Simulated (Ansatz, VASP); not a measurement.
**Ta: VASP beside Ansatz**

Contents of POSCAR:

```
Ta
1.0
   -1.6512800000      1.6512800000      1.6512800000
    1.6512800000     -1.6512800000      1.6512800000
    1.6512800000      1.6512800000     -1.6512800000
Ta
1
Direct
    0.0000000000      0.0000000000      0.0000000000
```

File INCAR.step1:

```
SYSTEM = Ta
ALGO = Normal ; EDIFF = 1E-5
ENCUT = 520 ; GGA = PE
ISIF = 2 ; ISMEAR = -1
LASPH = .True. ; LREAL = .False.
LWAVE = .True. ; NBANDS = 12
NELM = 100 ; PREC = Accurate
SIGMA = 0.05
```

INCAR.step2

```
SYSTEM = Ta
ALGO = Normal ; EDIFF = 1E-6
ENCUT = 520 ; GGA = PE
HFSCREEN = 0.2079 ; ISIF = 2
ISMEAR = -1 ; ISTART = 1
LASPH = .True. ; LCHARG = .True.
LELF = .True. ; LHFCALC = .True.
LREAL = .False. ; LVHAR = .True.
LWAVE = .False. ; NBANDS = 12
NELM = 100 ; PREC = Accurate
PRECFOCK = Normal ; SIGMA = 0.05
```

File KPOINTS:

```
k-points
0
Gamma
  6 6 6
  0 0 0
```

Contents of input:

```
crystal:
  lattice:
    - [-1.65128, 1.65128, 1.65128]
    - [1.65128, -1.65128, 1.65128]
    - [1.65128, 1.65128, -1.65128]
  atoms:
    - { symbol: Ta, position: [0.0, 0.0, 0.0] }
hamiltonian:
  xc: hse06
  pseudopotentials: { kind: paw }
kpoints:
  mp_grid: { grid: [6, 6, 6] }
scf:
  occupations: { method: fermi_dirac, width: 0.05 }
output:
  forces: true
  stress: true
  eigenvalues: true
```

Alike in both runs: task single point; functional HSE06; k mesh 6 × 6 × 6; occupations fermi-dirac, width 0.05 eV; no spin polarisation.

|  | VASP | Ansatz |
| --- | --- | --- |
| version | VASP 6.6.1 | Ansatz 0.2.0 |
| potentials or method | VASP PAW PBE potentials, release 64 (Ta_pv) | Ansatz PAW |
| plane-wave cutoff (eV) | 520 | 420 |
| valence electrons in the cell | 11 | 13 |

VASP gave:

```
gap on the k mesh at the Fermi level (eV) : none
pressure (GPa)                            : 3.6
```

Problem. Estimate Ansatz's values.

Solution. gap on the k mesh at the Fermi level (eV): none; pressure (GPa): 4.8.

A gap of «none» marks a metal or a gap that the smearing closes. VASP's potentials hold 11 valence electrons a cell and Ansatz's 13, so a difference there can come from the potentials and not from the codes.

The k mesh is coarse, so the values compare programs but aren't converged. Spin-orbit coupling is off throughout.
